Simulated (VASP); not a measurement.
# AlN (Fm-3m) in VASP: notebook

AlN is run at these levels: PBE-based screened hybrid, PBE0; tasks: single point.

Program: VASP 6.6.1. These are calculated values, not measurements. Logs are shortened: lines on timing, memory, paths and dates and some standing lists are left out, and cuts for length are marked.

## (1) The cell of the first run

The structure is cubic, space group Fm-3m (No. 225). Conventional cell: a = 4.032 Å, b = 4.032 Å, c = 4.032 Å, α = 90.00°, β = 90.00°, γ = 90.00°. Within 2.7 Å of Al (site symmetry m-3m) lie 6 N at 2.02 Å. Within 2.7 Å of N (site symmetry m-3m) lie 6 Al at 2.02 Å.

## (2) Single point, PBE-based screened hybrid

POSCAR reads:

```
AlN
1.0
    0.0000000000      2.0158859050      2.0158859050
    2.0158859050      0.0000000000      2.0158859050
    2.0158859050      2.0158859050      0.0000000000
Al N
1 1
Direct
    0.5000000000      0.5000000000      0.5000000000
    0.0000000000      0.0000000000      0.0000000000
```

INCAR.step1 reads:

```
SYSTEM = AlN
PREC     = Accurate       ! precision mode
ENCUT    = 520            ! plane-wave cutoff, eV
EDIFF    = 1E-5           ! SCF threshold, eV
ISMEAR   = -1             ! smearing method
SIGMA    = 0.05           ! smearing width, eV
LREAL    = .FALSE.        ! projectors in reciprocal space
LASPH    = .TRUE.         ! aspherical terms in the spheres
NELM     = 60             ! most SCF steps
ALGO     = Normal         ! electronic algorithm
ISIF     = 2              ! what is computed and relaxed
LWAVE    = .TRUE.         ! write WAVECAR
NBANDS   = 11             ! bands
GGA      = PE             ! functional
```

INCAR.step2 reads:

```
SYSTEM = AlN
PREC     = Accurate       ! precision mode
ENCUT    = 520            ! plane-wave cutoff, eV
EDIFF    = 1E-6           ! SCF threshold, eV
ISMEAR   = -1             ! smearing method
SIGMA    = 0.05           ! smearing width, eV
LREAL    = .FALSE.        ! projectors in reciprocal space
LASPH    = .TRUE.         ! aspherical terms in the spheres
NELM     = 60             ! most SCF steps
ALGO     = Normal         ! electronic algorithm
ISIF     = 2              ! what is computed and relaxed
LWAVE    = .FALSE.        ! write WAVECAR
LCHARG   = .TRUE.         ! write CHGCAR
GGA      = PE             ! functional
LHFCALC  = .TRUE.         ! exact exchange
AEXX     = 0.25           ! exact-exchange fraction
HFSCREEN = 0.3            ! screening, 1/A
PRECFOCK = Normal       
LELF     = .TRUE.         ! ELF
LVHAR    = .TRUE.       
NBANDS   = 11             ! bands
ISTART   = 1
```

KPOINTS reads:

```
Automatic mesh
0
G
  6 6 6
  0 0 0
```

Potentials or basis: VASP PAW PBE potentials, release 64 (Al, N).

The run is started by

```console
$ cat potpaw_PBE.64/Al/POTCAR potpaw_PBE.64/N/POTCAR > POTCAR
$ cp INCAR.step1 INCAR
$ mpirun -np 1 vasp_std > vasp.out
$ cp INCAR.step2 INCAR
$ mpirun -np 1 vasp_std > vasp.out
```

OUTCAR:

```text
SYSTEM = AlN
   PREC = Accurate
   ENCUT = 520
   EDIFF = 1E-6
   ISMEAR = -1
   LREAL = .FALSE.
   LASPH = .TRUE.
   NELM = 60
   ISIF = 2
   GGA = PE
   LHFCALC = .TRUE.
   AEXX = 0.25
   HFSCREEN = 0.3
   PRECFOCK = Normal
   ISTART = 1

 ion  position               nearest neighbor table
   1  0.500  0.500  0.500-   2 2.02   2 2.02   2 2.02   2 2.02   2 2.02   2 2.02
   2  0.000  0.000  0.000-   1 2.02   1 2.02   1 2.02   1 2.02   1 2.02   1 2.02

  LATTYP: Found a face centered cubic cell.
 ALAT       =     4.0317718100

  Lattice vectors:

 A1 = (   0.0000000000,   2.0158859050,   2.0158859050)
 A2 = (   2.0158859050,   0.0000000000,   2.0158859050)
 A3 = (   2.0158859050,   2.0158859050,   0.0000000000)

Analysis of symmetry for initial positions (statically):
=====================================================================
 Subroutine PRICEL returns:
 Original cell was already a primitive cell.

 Routine SETGRP: Setting up the symmetry group for a
 face centered cubic supercell.

 Subroutine GETGRP returns: Found 48 space group operations
 (whereof 48 operations were pure point group operations)
 out of a pool of 48 trial point group operations.

The static configuration has the point symmetry O_h .

Analysis of symmetry for dynamics (positions and initial velocities):
=====================================================================
 Subroutine PRICEL returns:
 Original cell was already a primitive cell.

 Routine SETGRP: Setting up the symmetry group for a
 face centered cubic supercell.

 Subroutine GETGRP returns: Found 48 space group operations
 (whereof 48 operations were pure point group operations)
 out of a pool of 48 trial point group operations.

The dynamic configuration has the point symmetry O_h .

 Subroutine INISYM returns: Found 48 space group operations
 (whereof 48 operations are pure point group operations),
 and found     1 'primitive' translations

----------------------------------------------------------------------------------------

                                     Primitive cell

  volume of cell :      16.3843

  direct lattice vectors                    reciprocal lattice vectors
     0.000000000  2.015885905  2.015885905    -0.248029910  0.248029910  0.248029910
     2.015885905  0.000000000  2.015885905     0.248029910 -0.248029910  0.248029910
     2.015885905  2.015885905  0.000000000     0.248029910  0.248029910 -0.248029910

  length of vectors
     2.850893187  2.850893187  2.850893187     0.429600406  0.429600406  0.429600406

  position of ions in fractional coordinates (direct lattice)
     0.500000000  0.500000000  0.500000000
     0.000000000  0.000000000  0.000000000

  ion indices of the primitive-cell ions
   primitive index   ion index
                 1           1
                 2           2

----------------------------------------------------------------------------------------

 KPOINTS: Automatic mesh

Automatic generation of k-mesh.
 Grid dimensions read from file:
 generate k-points for:    6    6    6

 Generating k-lattice:

  Cartesian coordinates                     Fractional coordinates (reciprocal lattice)
    -0.041338318  0.041338318  0.041338318     0.166666667  0.000000000  0.000000000
     0.041338318 -0.041338318  0.041338318     0.000000000  0.166666667  0.000000000
     0.041338318  0.041338318 -0.041338318     0.000000000  0.000000000  0.166666667

  Length of vectors
     0.071600068  0.071600068  0.071600068

  Shift w.r.t. Gamma in fractional coordinates (k-lattice)
     0.000000000  0.000000000  0.000000000

 Subroutine IBZKPT returns following result:
 ===========================================

 Found     16 irreducible k-points:

 Following reciprocal coordinates:
            Coordinates               Weight
  0.000000  0.000000  0.000000      1.000000
  0.166667  0.000000  0.000000      8.000000
  0.333333  0.000000  0.000000      8.000000
  0.500000  0.000000  0.000000      4.000000
  0.166667  0.166667  0.000000      6.000000
  0.333333  0.166667  0.000000     24.000000
[... 8 lines left out ...]
 -0.333333  0.333333  0.166667     24.000000
 -0.333333  0.500000  0.166667     12.000000
   k-points           NKPTS =     16   k-points in BZ     NKDIM =    216   number of bands    NBANDS=     11
   number of dos      NEDOS =    301   number of ions     NIONS =      2
   total plane-waves  NPLWV =  13824
   dimension x,y,z NGX =    24 NGY =   24 NGZ =   24
   dimension x,y,z NGXF=    48 NGYF=   48 NGZF=   48
   ions per type =               1   1
   NGX,Y,Z   is equivalent  to a cutoff of  14.00, 14.00, 14.00 a.u.
   NGXF,Y,Z  is equivalent  to a cutoff of  27.99, 27.99, 27.99 a.u.
 SYSTEM =  AlN
   PREC   = accura    normal or accurate (medium, high low for compatibility)
   ISTART =      1    job   : 0-new  1-cont  2-samecut
   ICHARG =      0    charge: 1-file 2-atom 10-const
   ISPIN  =      1    spin polarized calculation?
   LNONCOLLINEAR =      F non collinear calculations
   LSORBIT =      F    spin-orbit coupling
   LASPH  =      T    aspherical Exc in radial PAW
   ENCUT  =  520.0 eV  38.22 Ry    6.18 a.u.   5.30  5.30  5.30*2*pi/ulx,y,z
   NELM   =     60;   NELMIN=  2; NELMDL=  0     # of ELM steps
   EDIFF  = 0.1E-05   stopping-criterion for ELM
   LREAL  =      F    real-space projection
   EDIFFG = 0.1E-04   stopping-criterion for IOM
   NSW    =      0    number of steps for IOM
   IBRION =     -1    ionic relax: 0-MD 1-quasi-New 2-CG
   NFREE  =      0    steps in history (QN), initial steepest desc. (CG)
   ISIF   =      2    stress and relaxation
   ISYM   =      3    0-nonsym 1-usesym 2-fastsym
   POTIM  = 0.5000    time-step for ionic-motion
   TEBEG  =    0.0;   TEEND  =   0.0 temperature during run
   PSTRESS=    0.0 pullay stress
   NELECT =       8.0000    total number of electrons
   NUPDOWN=      -1.0000    fix difference up-down
   EMIN   =  10.00;   EMAX   =-10.00  energy-range for DOS
   EFERMI =   0.00;   METHOD = LEGACY
   ISMEAR =    -1;   SIGMA  =   0.05  broadening in eV -4-tet -1-fermi 0-gaus
   EFERMI_NEDOS =   21; number of points for ismear=-14 and -15
   IALGO  =     38    algorithm
   IMIX   =      1    mixing-type and parameters
     AMIX     =   0.40;   BMIX     =  1.00
     AMIX_MAG =   1.60;   BMIX_MAG =  1.00
  volume/ion in A,a.u.               =       8.19        55.28
  Fermi-wavevector in a.u.,A,eV,Ry     =   1.289127  2.436096 22.610804  1.661847
  Thomas-Fermi vector in A             =   2.421038
   LORBIT       =      0    0 simple, 1 ext, 2 COOP (PROOUT), +10 PAW based schemes
   GGA     = PE    functional components
   LHFCALC =     T    Hartree Fock is set to
   PRECFOCK=normal    Normal, Fast or Accurate (Low or Medium for compatibility)
   ENCUT4O =  -1.0   cutoff for four orbital integrals eV
   NKREDX  =     1    reduce k-point grid by
   NKREDY  =     1    reduce k-point grid by
   NKREDZ  =     1    reduce k-point grid by
   AEXX    =    0.2500 exact exchange contribution
   HFSCREEN=    0.3000 screening length (either q_TF or 0.3 A-1)
   HFSCREENC=   0.3000 screening length for correlation (either q_TF or 0.3 A-1)
   ENCUTFOCK=  -1.0 apply spherical cutoff to Coloumb kernel
   IVDW    =     0    specifies the selected vdW correction
   LEPSILON=     F    determine dielectric tensor
   LRPA    =     F    only Hartree local field effects (RPA)
 non-spin polarized calculation
  energy-cutoff  :      520.00
  volume of cell :       16.38
 maximum number of plane-waves:       459
 NGX is ok and might be reduce to    24
  NGX = 16; NGY = 16; NGZ = 16

 number of electron       7.9999999 magnetization

 Free energy of the ion-electron system (eV)
  ---------------------------------------------------
  ext. energy  EPLUGINS =         0.00000000
  ---------------------------------------------------
  free energy    TOTEN  =       -16.76030512 eV

  energy without entropy =      -16.76030512  energy(sigma->0) =      -16.76030512

 E-fermi :  10.4439     XC(G=0): -10.2399

 val. band max:        9.3546150567   @ k =   0.0000   0.0000   0.0000
 cond. band min:      15.1666350574   @ k =   0.5000   0.5000   0.0000
 fundamental gap:      5.8120200007
 Fermi energy:        10.4438904298

 k-point     1 :       0.0000    0.0000    0.0000
  band No.  band energies     occupation
      1      -9.8784      2.00000
      2       9.3546      2.00000
      3       9.3546      2.00000
      4       9.3546      2.00000
      5      16.4409      0.00000
      6      22.9289      0.00000
      7      22.9289      0.00000
      8      22.9289      0.00000
      9      28.1378      0.00000
     10      28.8481      0.00000
     11      28.8481      0.00000

 k-point     2 :       0.1667    0.0000    0.0000
  band No.  band energies     occupation
      1      -9.2710      2.00000
      2       6.7922      2.00000
      3       9.0199      2.00000
      4       9.0199      2.00000
      5      17.6190      0.00000
      6      21.5412      0.00000
      7      23.5193      0.00000
      8      23.5193      0.00000
      9      26.5682      0.00000
     10      26.5682      0.00000
     11      29.0717      0.00000

 k-point     3 :       0.3333    0.0000    0.0000
  band No.  band energies     occupation
      1      -7.6551      2.00000
      2       2.6273      2.00000
      3       8.4400      2.00000
      4       8.4400      2.00000
      5      17.1452      0.00000
      6      22.4354      0.00000
      7      22.4354      0.00000
      8      23.3354      0.00000
      9      27.6747      0.00000
     10      28.9730      0.00000
     11      28.9730      0.00000

 k-point     4 :       0.5000    0.0000    0.0000
  band No.  band energies     occupation
      1      -6.3776      2.00000
      2       0.3619      2.00000
      3       8.1839      2.00000
      4       8.1839      2.00000
      5      16.7061      0.00000
      6      21.7521      0.00000
      7      21.7521      0.00000
      8      24.7146      0.00000
      9      27.1863      0.00000
     10      32.0478      0.00000
     11      32.0478      0.00000
[... 127 lines left out ...]
 k-point    14 :       0.5000    0.3333    0.1667
  band No.  band energies     occupation
      1      -6.4527      2.00000
      2       2.8587      2.00000
      3       5.1755      2.00000
      4       7.0761      2.00000
      5      19.0376      0.00000
      6      19.6081      0.00000
      7      21.1337      0.00000
      8      25.2295      0.00000
      9      28.0044      0.00000
     10      31.9246      0.00000
     11      35.2054      0.00000

 k-point    15 :      -0.3333    0.3333    0.1667
  band No.  band energies     occupation
      1      -5.5204      2.00000
      2       2.0114      2.00000
      3       4.2384      2.00000
      4       6.4537      2.00000
      5      18.9096      0.00000
      6      20.1341      0.00000
      7      22.6182      0.00000
      8      24.1671      0.00000
      9      29.2319      0.00000
     10      30.5534      0.00000
     11      36.2450      0.00000

 k-point    16 :      -0.3333    0.5000    0.1667
  band No.  band energies     occupation
      1      -5.1933      2.00000
      2       2.1747      2.00000
      3       4.4490      2.00000
      4       5.4233      2.00000
      5      17.6364      0.00000
      6      18.9457      0.00000
      7      23.7762      0.00000
      8      24.7441      0.00000
      9      29.4406      0.00000
     10      32.9531      0.00000
     11      36.4208      0.00000

------------------------ aborting loop because EDIFF is reached ----------------------------------------

  FORCE on cell =-STRESS in cart. coord.  units (eV):
  Direction    XX          YY          ZZ          XY          YZ          ZX
  --------------------------------------------------------------------------------------
  -------------------------------------------------------------------------------------
  Total        0.0132432      0.0132432      0.0132432      0.0000000      0.0000000      0.0000000
  in kB        1.2950192      1.2950192      1.2950192      0.0000000      0.0000000      0.0000000
  external PRESSURE =       1.2950192 kB  Pullay stress =       0.0000000 kB

 VOLUME and BASIS-vectors are now :
 -----------------------------------------------------------------------------
  energy-cutoff  :      520.00
  volume of cell :       16.38
      direct lattice vectors                 reciprocal lattice vectors
     0.000000000  2.015885905  2.015885905    -0.248029910  0.248029910  0.248029910
     2.015885905  0.000000000  2.015885905     0.248029910 -0.248029910  0.248029910
     2.015885905  2.015885905  0.000000000     0.248029910  0.248029910 -0.248029910

 POSITION                                       TOTAL-FORCE (eV/Angst)
 -----------------------------------------------------------------------------------
      2.01589      2.01589      2.01589         0.000000      0.000000     -0.000000
      0.00000      0.00000      0.00000        -0.000000     -0.000000      0.000000
 -----------------------------------------------------------------------------------
    total drift:                               -0.000004     -0.000004     -0.000004

  FREE ENERGIE OF THE ION-ELECTRON SYSTEM (eV)
  ---------------------------------------------------
  free  energy   TOTEN  =       -16.7603051197 eV

  energy  without entropy=      -16.7603051197  energy(sigma->0) =      -16.76030512
```

Wall time 1.7 min (1 thread of Intel Xeon Platinum 8488C (Sapphire Rapids), shared host); peak memory 0.23 GiB.

Results:

```yaml
Free_energy: -16.7603 eV
Pressure: 0.1 GPa
Band_gap_on_the_k_mesh: 5.81 eV, indirect (least direct gap 7.09 eV)
```

Caveat: the k points lie up to 0.45 Å⁻¹ apart; the PAW data sets were made with another functional, which shifts forces and pressure a little. A k mesh can miss the band edges.

## (3) Single point, PBE0

This run uses another cell than the first one, of 8.42 Å³/atom, 1.028 times its volume.

POSCAR reads:

```
AlN
1.0
    0.0000000000      2.0345180000      2.0345180000
    2.0345180000      0.0000000000      2.0345180000
    2.0345180000      2.0345180000      0.0000000000
Al N
1 1
Direct
    0.5000000000      0.5000000000      0.5000000000
    0.0000000000      0.0000000000      0.0000000000
```

INCAR.step1 reads:

```
PREC = Accurate
ENCUT = 520
EDIFF = 1E-5
ISMEAR = -1
SIGMA = 0.05
LREAL = False
LASPH = True
NELM = 100
ALGO = Normal
ISIF = 2
LWAVE = True
GGA = PE
NBANDS = 11
```

INCAR.step2 reads:

```
PREC = Accurate
ENCUT = 520
EDIFF = 1E-6
ISMEAR = -1
SIGMA = 0.05
LREAL = False
LASPH = True
NELM = 100
ALGO = Normal
ISIF = 2
LWAVE = False
LCHARG = True
GGA = PE
LHFCALC = True
AEXX = 0.25
PRECFOCK = Normal
LELF = True
LVHAR = True
ISTART = 1
NBANDS = 11
```

KPOINTS reads:

```
Automatic mesh
0
Gamma
  6 6 6
```

Potentials or basis: VASP PAW PBE potentials, release 64 (Al, N).

The run is started by

```console
$ cat potpaw_PBE.64/Al/POTCAR potpaw_PBE.64/N/POTCAR > POTCAR
$ cp INCAR.step1 INCAR
$ mpirun -np 1 vasp_std > vasp.out
$ cp INCAR.step2 INCAR
$ mpirun -np 1 vasp_std > vasp.out
```

Wall time 3.3 min (1 thread of Intel Xeon Platinum 8488C (Sapphire Rapids), shared host); peak memory 0.14 GiB.

The run converged. Its results:

```
Free energy            : -18.0480 eV
Pressure               : -7.5 GPa
Band gap on the k mesh : 6.55 eV, indirect (least direct gap 7.67 eV)
```

Levels at points of the mesh, in eV from the valence-band top:
| k point | band 1 | band 2 | band 3 | band 4 | band 5 | band 6 | band 7 | band 8 |
| --- | --- | --- | --- | --- | --- | --- | --- | --- |
| (0.00, 0.00, 0.00) | -19.07 | 0.00 | 0.00 | 0.00 | 7.67 | 14.51 | 14.51 | 14.51 |
| (0.50, 0.00, 0.00) | -15.67 | -8.91 | -1.13 | -1.13 | 8.16 | 13.21 | 13.21 | 16.01 |
| (0.50, 0.50, 0.00) | -14.65 | -7.91 | -3.01 | -3.01 | 6.55 | 7.40 | 16.78 | 19.96 |

Caveat: the k points lie up to 0.45 Å⁻¹ apart; the PAW data sets were made with another functional, which shifts forces and pressure a little.
